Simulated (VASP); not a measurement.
# TaN (P6_3mc) in VASP: a series of runs

The runs below take TaN through single point, with PBE.

Everything below comes from runs of VASP 6.6.1. Logs are shortened: lines on timing, memory, paths and dates and some standing lists are left out, and cuts for length are marked.

## (1) The cell of the first run

Symmetry: P6_3mc, No. 186, hexagonal system. Conventional cell: a = 3.050 Å, b = 3.050 Å, c = 4.940 Å, α = 90.00°, β = 90.00°, γ = 120.00°. Ta (site symmetry 3m) has 4 N at 1.85 to 1.90 Å within 2.5 Å. Within 2.5 Å of N (site symmetry 3m) lie 4 Ta at 1.85 to 1.90 Å.

## (2) Single point, PBE

INCAR

```
SYSTEM = TaN
PREC     = Accurate       ! precision mode
ENCUT    = 520            ! plane-wave cutoff, eV
EDIFF    = 1E-7           ! SCF threshold, eV
ISMEAR   = 0              ! smearing method
SIGMA    = 0.1            ! smearing width, eV
LREAL    = .FALSE.        ! projectors in reciprocal space
LASPH    = .TRUE.         ! aspherical terms in the spheres
NELM     = 80             ! most SCF steps
ALGO     = Normal         ! electronic algorithm
ISIF     = 2              ! what is computed and relaxed
LWAVE    = .FALSE.        ! write WAVECAR
LCHARG   = .TRUE.         ! write CHGCAR
GGA      = PE             ! functional
LELF     = .TRUE.         ! ELF
LVHAR    = .TRUE.       
NBANDS   = 24             ! bands
```

KPOINTS

```
Automatic mesh
0
G
  15 15 8
  0 0 0
```

POSCAR

```
TaN
1.0
    3.0500010905      0.0000000000      0.0000000000
   -1.5250005453      2.6413784260      0.0000000000
    0.0000000000      0.0000000000      4.9400000000
Ta N
2 2
Direct
    0.3333333333      0.6666666667      0.0000000000
    0.6666666667      0.3333333333      0.5000000000
    0.3333333333      0.6666666667      0.3850000000
    0.6666666667      0.3333333333      0.8850000000
```

Potentials or basis: VASP PAW PBE potentials, release 64 (Ta_pv, N).

Started as:

```bash
$ cat potpaw_PBE.64/Ta_pv/POTCAR potpaw_PBE.64/N/POTCAR > POTCAR
$ mpirun -np 1 vasp_std > vasp.out
```

OUTCAR:

```text
SYSTEM = TaN
   PREC = Accurate
   ENCUT = 520
   EDIFF = 1E-7
   ISMEAR = 0
   LREAL = .FALSE.
   LASPH = .TRUE.
   NELM = 80
   ISIF = 2
   GGA = PE

 ion  position               nearest neighbor table
   1  0.333  0.667  0.000-   4 1.85   4 1.85   4 1.85   3 1.90   2 3.03   2 3.03   2 3.03   2 3.03
                             2 3.03   2 3.03
   2  0.667  0.333  0.500-   3 1.85   3 1.85   3 1.85   4 1.90   1 3.03   1 3.03   1 3.03   1 3.03
                             1 3.03   1 3.03
   3  0.333  0.667  0.385-   2 1.85   2 1.85   2 1.85   1 1.90
   4  0.667  0.333  0.885-   1 1.85   1 1.85   1 1.85   2 1.90

  LATTYP: Found a hexagonal cell.
 ALAT       =     3.0500010905
 C/A-ratio  =     1.6196715520

  Lattice vectors:

 A1 = (   3.0500010905,   0.0000000000,   0.0000000000)
 A2 = (  -1.5250005453,   2.6413784260,   0.0000000000)
 A3 = (   0.0000000000,   0.0000000000,   4.9400000000)

Analysis of symmetry for initial positions (statically):
=====================================================================
 Subroutine PRICEL returns:
 Original cell was already a primitive cell.

 Routine SETGRP: Setting up the symmetry group for a
 hexagonal supercell.

 Subroutine GETGRP returns: Found 12 space group operations
 (whereof  6 operations were pure point group operations)
 out of a pool of 24 trial point group operations.

The static configuration has the point symmetry C_3v.
 The point group associated with its full space group is C_6v.

Analysis of symmetry for dynamics (positions and initial velocities):
=====================================================================
 Subroutine PRICEL returns:
 Original cell was already a primitive cell.

 Routine SETGRP: Setting up the symmetry group for a
 hexagonal supercell.

 Subroutine GETGRP returns: Found 12 space group operations
 (whereof  6 operations were pure point group operations)
 out of a pool of 24 trial point group operations.

The dynamic configuration has the point symmetry C_3v.
 The point group associated with its full space group is C_6v.

 Subroutine INISYM returns: Found 12 space group operations
 (whereof  6 operations are pure point group operations),
 and found     1 'primitive' translations

----------------------------------------------------------------------------------------

                                     Primitive cell

  volume of cell :      39.7977

  direct lattice vectors                    reciprocal lattice vectors
     3.050001090  0.000000000  0.000000000     0.327868735  0.189295103  0.000000000
    -1.525000545  2.641378426  0.000000000     0.000000000  0.378590205  0.000000000
     0.000000000  0.000000000  4.940000000     0.000000000  0.000000000  0.202429150

  length of vectors
     3.050001090  3.050001091  4.940000000     0.378590205  0.378590205  0.202429150

  position of ions in fractional coordinates (direct lattice)
     0.333333333  0.666666667  0.000000000
     0.666666667  0.333333333  0.500000000
     0.333333333  0.666666667  0.385000000
     0.666666667  0.333333333  0.885000000

  ion indices of the primitive-cell ions
   primitive index   ion index
                 1           1
                 2           2
                 3           3
                 4           4

----------------------------------------------------------------------------------------

 KPOINTS: Automatic mesh

Automatic generation of k-mesh.
 Grid dimensions read from file:
 generate k-points for:   15   15    8

 Generating k-lattice:

  Cartesian coordinates                     Fractional coordinates (reciprocal lattice)
     0.021857916  0.012619674  0.000000000     0.066666667  0.000000000  0.000000000
     0.000000000  0.025239347  0.000000000     0.000000000  0.066666667  0.000000000
     0.000000000  0.000000000  0.025303644     0.000000000  0.000000000  0.125000000

  Length of vectors
     0.025239347  0.025239347  0.025303644

  Shift w.r.t. Gamma in fractional coordinates (k-lattice)
     0.000000000  0.000000000  0.000000000

 Subroutine IBZKPT returns following result:
 ===========================================

 Found    135 irreducible k-points:

 Following reciprocal coordinates:
            Coordinates               Weight
  0.000000  0.000000  0.000000      1.000000
  0.066667  0.000000  0.000000      6.000000
  0.133333 -0.000000  0.000000      6.000000
  0.200000 -0.000000  0.000000      6.000000
  0.266667 -0.000000  0.000000      6.000000
  0.333333 -0.000000  0.000000      6.000000
[... 16 lines left out ...]
  0.333333  0.200000  0.000000     12.000000
  0.400000  0.200000  0.000000      6.000000
 [... further k-points ...]
   k-points           NKPTS =    135   k-points in BZ     NKDIM =    135   number of bands    NBANDS=     24
   number of dos      NEDOS =    301   number of ions     NIONS =      4
   total plane-waves  NPLWV =  23040
   dimension x,y,z NGX =    24 NGY =   24 NGZ =   40
   dimension x,y,z NGXF=    48 NGYF=   48 NGZF=   80
   ions per type =               2   2
   NGX,Y,Z   is equivalent  to a cutoff of  13.08, 13.08, 13.46 a.u.
   NGXF,Y,Z  is equivalent  to a cutoff of  26.16, 26.16, 26.92 a.u.
 SYSTEM =  TaN
   PREC   = accura    normal or accurate (medium, high low for compatibility)
   ISTART =      0    job   : 0-new  1-cont  2-samecut
   ICHARG =      2    charge: 1-file 2-atom 10-const
   ISPIN  =      1    spin polarized calculation?
   LNONCOLLINEAR =      F non collinear calculations
   LSORBIT =      F    spin-orbit coupling
   LASPH  =      T    aspherical Exc in radial PAW
   ENCUT  =  520.0 eV  38.22 Ry    6.18 a.u.   5.67  5.67  9.19*2*pi/ulx,y,z
   NELM   =     80;   NELMIN=  2; NELMDL= -5     # of ELM steps
   EDIFF  = 0.1E-06   stopping-criterion for ELM
   LREAL  =      F    real-space projection
   EDIFFG = 0.1E-05   stopping-criterion for IOM
   NSW    =      0    number of steps for IOM
   IBRION =     -1    ionic relax: 0-MD 1-quasi-New 2-CG
   NFREE  =      0    steps in history (QN), initial steepest desc. (CG)
   ISIF   =      2    stress and relaxation
   ISYM   =      2    0-nonsym 1-usesym 2-fastsym
   POTIM  = 0.5000    time-step for ionic-motion
   TEBEG  =    0.0;   TEEND  =   0.0 temperature during run
   PSTRESS=    0.0 pullay stress
   NELECT =      32.0000    total number of electrons
   NUPDOWN=      -1.0000    fix difference up-down
   EMIN   =  10.00;   EMAX   =-10.00  energy-range for DOS
   EFERMI =   0.00;   METHOD = LEGACY
   ISMEAR =     0;   SIGMA  =   0.10  broadening in eV -4-tet -1-fermi 0-gaus
   EFERMI_NEDOS =   21; number of points for ismear=-14 and -15
   IALGO  =     38    algorithm
   IMIX   =      4    mixing-type and parameters
     AMIX     =   0.40;   BMIX     =  1.00
     AMIX_MAG =   1.60;   BMIX_MAG =  1.00
  volume/ion in A,a.u.               =       9.95        67.14
  Fermi-wavevector in a.u.,A,eV,Ry     =   1.522319  2.876766 31.530886  2.317455
  Thomas-Fermi vector in A             =   2.630914
   LORBIT       =      0    0 simple, 1 ext, 2 COOP (PROOUT), +10 PAW based schemes
   GGA     = PE    functional components
   LHFCALC =     F    Hartree Fock is set to
   AEXX    =    0.0000 exact exchange contribution
   IVDW    =     0    specifies the selected vdW correction
   LEPSILON=     F    determine dielectric tensor
   LRPA    =     F    only Hartree local field effects (RPA)
 non-spin polarized calculation
 Gauss-broadening in eV      SIGMA  =   0.10
  energy-cutoff  :      520.00
  volume of cell :       39.80
 maximum number of plane-waves:      1093
 NGX is ok and might be reduce to    24
   NGX = 11   NGY = 11   NGZ = 19

 number of electron      32.0000000 magnetization

 Free energy of the ion-electron system (eV)
  ---------------------------------------------------
  ext. energy  EPLUGINS =         0.00000000
  ---------------------------------------------------
  free energy    TOTEN  =       -37.67591150 eV

  energy without entropy =      -37.67018731  energy(sigma->0) =      -37.67304941

 E-fermi :   9.8146     XC(G=0): -13.5441

 val. band max:        9.8120574057   @ k =   0.2000   0.0667   0.3750
 cond. band min:       9.8257541541   @ k =   0.1333   0.0667   0.3750
 fundamental gap:      0.0136967484
 Fermi energy:         9.8145506413

 k-point     1 :       0.0000    0.0000    0.0000
  band No.  band energies     occupation
      1     -26.3325      2.00000
      2     -25.2242      2.00000
      3     -25.2242      2.00000
      4     -25.0331      2.00000
      5     -25.0331      2.00000
      6     -24.9775      2.00000
[... 16 lines left out ...]
     23      16.4677      0.00000
     24      16.4677      0.00000

 k-point     2 :       0.0667    0.0000    0.0000
  band No.  band energies     occupation
      1     -26.3165      2.00000
      2     -25.2709      2.00000
      3     -25.2378      2.00000
      4     -25.0866      2.00000
      5     -25.0407      2.00000
      6     -24.9849      2.00000
[... 16 lines left out ...]
     23      16.4672      0.00000
     24      16.6145      0.00000

 k-point     3 :       0.1333   -0.0000    0.0000
  band No.  band energies     occupation
      1     -26.2708      2.00000
      2     -25.4004      2.00000
      3     -25.2754      2.00000
      4     -25.2339      2.00000
      5     -25.0626      2.00000
      6     -25.0073      2.00000
[... 16 lines left out ...]
     23      16.4664      0.00000
     24      17.2909      0.00000

 k-point     4 :       0.2000   -0.0000    0.0000
  band No.  band energies     occupation
      1     -26.2036      2.00000
      2     -25.5831      2.00000
      3     -25.4402      2.00000
      4     -25.3292      2.00000
      5     -25.0957      2.00000
      6     -25.0449      2.00000
[... 16 lines left out ...]
     23      16.6973      0.00000
     24      18.4730      0.00000

 k-point     5 :       0.2667   -0.0000    0.0000
  band No.  band energies     occupation
      1     -26.1385      2.00000
      2     -25.7708      2.00000
      3     -25.6589      2.00000
      4     -25.3894      2.00000
      5     -25.1344      2.00000
      6     -25.0977      2.00000
[... 16 lines left out ...]
     23      17.1310      0.00000
     24      17.7674      0.00000

 k-point     6 :       0.3333   -0.0000    0.0000
  band No.  band energies     occupation
      1     -26.1486      2.00000
      2     -25.9081      2.00000
      3     -25.8060      2.00000
      4     -25.4453      2.00000
      5     -25.1720      2.00000
      6     -25.1629      2.00000
[... 16 lines left out ...]
     23      16.7122      0.00000
     24      18.0284      0.00000
[... 379 lines left out ...]
 k-point    21 :       0.2000    0.2000    0.0000
  band No.  band energies     occupation
      1     -26.0960      2.00000
      2     -25.9138      2.00000
      3     -25.7728      2.00000
      4     -25.5241      2.00000
      5     -25.2843      2.00000
      6     -25.1796      2.00000
[... 16 lines left out ...]
     23      17.0199      0.00000
     24      18.3643      0.00000

 k-point    22 :       0.2667    0.2000    0.0000
  band No.  band energies     occupation
      1     -26.1270      2.00000
      2     -26.0186      2.00000
      3     -25.7302      2.00000
      4     -25.6224      2.00000
      5     -25.3570      2.00000
      6     -25.2503      2.00000
[... 16 lines left out ...]
     23      17.0790      0.00000
     24      17.8622      0.00000

 k-point    23 :       0.3333    0.2000    0.0000
  band No.  band energies     occupation
      1     -26.1800      2.00000
      2     -26.0589      2.00000
      3     -25.7271      2.00000
      4     -25.6351      2.00000
      5     -25.4075      2.00000
      6     -25.3213      2.00000
[... 16 lines left out ...]
     23      16.7590      0.00000
     24      17.5336      0.00000

 k-point    24 :       0.4000    0.2000    0.0000
  band No.  band energies     occupation
      1     -26.2035      2.00000
      2     -26.0664      2.00000
      3     -25.7553      2.00000
      4     -25.5988      2.00000
      5     -25.4272      2.00000
      6     -25.3574      2.00000
[... 16 lines left out ...]
     23      16.8265      0.00000
     24      17.4055      0.00000

 [... further k-points ...]

------------------------ aborting loop because EDIFF is reached ----------------------------------------

  FORCE on cell =-STRESS in cart. coord.  units (eV):
  Direction    XX          YY          ZZ          XY          YZ          ZX
  --------------------------------------------------------------------------------------
  -------------------------------------------------------------------------------------
  Total       36.9865721     36.9865721     30.5565714     -0.0000000      0.0000000      0.0000000
  in kB     1489.0082226   1489.0082226   1230.1487661     -0.0000000      0.0000000      0.0000000
  external PRESSURE =    1402.7217371 kB  Pullay stress =       0.0000000 kB

 VOLUME and BASIS-vectors are now :
 -----------------------------------------------------------------------------
  energy-cutoff  :      520.00
  volume of cell :       39.80
      direct lattice vectors                 reciprocal lattice vectors
     3.050001090  0.000000000  0.000000000     0.327868735  0.189295103  0.000000000
    -1.525000545  2.641378426  0.000000000     0.000000000  0.378590205  0.000000000
     0.000000000  0.000000000  4.940000000     0.000000000  0.000000000  0.202429150

 POSITION                                       TOTAL-FORCE (eV/Angst)
 -----------------------------------------------------------------------------------
     -0.00000      1.76092      0.00000        -0.000000      0.000000      2.391995
      1.52500      0.88046      2.47000         0.000000      0.000000      2.391995
     -0.00000      1.76092      1.90190        -0.000000      0.000000     -2.391995
      1.52500      0.88046      4.37190         0.000000     -0.000000     -2.391995
 -----------------------------------------------------------------------------------
    total drift:                               -0.000000      0.000000      0.000589

  FREE ENERGIE OF THE ION-ELECTRON SYSTEM (eV)
  ---------------------------------------------------
  free  energy   TOTEN  =       -37.6759115015 eV

  energy  without entropy=      -37.6701873125  energy(sigma->0) =      -37.67304941
```

Run time: 38 s. Hardware: 1 thread of Intel Xeon 6975P-C (Granite Rapids), shared host; peak memory 0.24 GiB.

Results:

* Free energy: -37.6759 eV
* Pressure: 140.3 GPa
* Largest force: 2.392 eV/Å
* Band gap on the k mesh: zero (band 16 reaches 11.00 eV, above the bottom of band 17 at 8.14 eV)

Forces on the atoms (eV/Å):
```
Ta   0.000  0.000  2.392
Ta   0.000  0.000  2.392
N    0.000  0.000 -2.392
N    0.000  0.000 -2.392
```

Caveat: spin-orbit coupling is left out, which moves the levels of the heavy elements; forces of over 1 eV/Å act on the atoms, so gaps and moduli don't describe the material at rest.

## (3) Single point, PBE

INCAR

```
PREC     = Accurate       # precision mode
ENCUT    = 520            # plane-wave cutoff, eV
EDIFF    = 1E-6           # SCF threshold, eV
ISMEAR   = 0              # smearing method
SIGMA    = 0.02           # smearing width, eV
LREAL    = F              # projectors in reciprocal space
LASPH    = T              # aspherical terms in the spheres
NELM     = 80             # most SCF steps
ALGO     = Normal         # electronic algorithm
ISIF     = 2              # what is computed and relaxed
LWAVE    = F              # write WAVECAR
LCHARG   = F              # write CHGCAR
GGA      = PE             # functional
NBANDS   = 24             # bands
```

KPOINTS

```
Automatic mesh
0
Gamma
  15 15 8
```

POSCAR is that of step 2.

Potentials or basis: VASP PAW PBE potentials, release 64 (Ta_pv, N).

Started as:

```bash
$ cat potpaw_PBE.64/Ta_pv/POTCAR potpaw_PBE.64/N/POTCAR > POTCAR
$ mpirun -np 1 vasp_std > vasp.out
```

Run time: 33 s. Hardware: 1 thread of Intel Xeon 6975P-C (Granite Rapids), shared host; peak memory 0.24 GiB.

Results (log left out):

| Item | Value |
| --- | --- |
| Free energy | -37.6733 eV |
| Pressure | 140.3 GPa |
| Largest force | 2.409 eV/Å |
| Band gap on the k mesh | zero (band 16 reaches 11.00 eV, above the bottom of band 17 at 8.14 eV) |

Forces in eV/Å, atoms in the order of the input:
```
Ta   0.000  0.000  2.409
Ta   0.000  0.000  2.409
N    0.000  0.000 -2.409
N    0.000  0.000 -2.409
```

Stress tensor (GPa, compression positive):
```
148.93   0.00   0.00
  0.00 148.93   0.00
  0.00   0.00 122.91
```

Levels at points of the mesh, in eV from the Fermi level:
| k point | band 13 | band 14 | band 15 | band 16 | band 17 | band 18 | band 19 | band 20 |
| --- | --- | --- | --- | --- | --- | --- | --- | --- |
| (0.00, 0.00, 0.00) | -7.92 | -7.59 | -0.85 | -0.85 | -0.38 | 2.12 | 2.64 | 2.64 |
| (0.00, 0.00, 0.50) | -8.50 | -8.50 | 1.18 | 1.18 | 1.18 | 1.18 | 1.84 | 1.84 |

Caveat: spin-orbit coupling is left out, which moves the levels of the heavy elements; forces of over 1 eV/Å act on the atoms, so gaps and moduli don't describe the material at rest.
